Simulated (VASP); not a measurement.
The system is SrTe.

```
CELL_PARAMETERS angstrom
0.00000 3.35276 3.35276
3.35276 0.00000 3.35276
3.35276 3.35276 0.00000
ATOMIC_POSITIONS crystal
Sr 0.00000 0.00000 0.00000
Te 0.50000 0.50000 0.50000
```

Base run:

* Program: VASP 6.6.1
* Functional: PBE0
* Potentials or basis: VASP PAW PBE potentials, release 64 (Sr_sv, Te)
* Cutoff: 400 eV
* k mesh: 4 × 4 × 4
* Occupations: gaussian, width 0.01 eV
* Spin: no spin polarisation

Its results: band gap on the k mesh 3.18 eV (least direct gap 4.01 eV); pressure -0.2 GPa.

Q: The run is repeated on the same cell with these changes: functional from PBE0 to HSE06. What comes out?

A: Band gap on the k mesh 2.49 eV (least direct gap 3.30 eV); pressure -0.2 GPa.

Caveats: the PAW data sets were made with another functional, which shifts forces and pressure a little; spin-orbit coupling is left out, which moves the levels of the heavy elements.

A k mesh can miss the band edges.
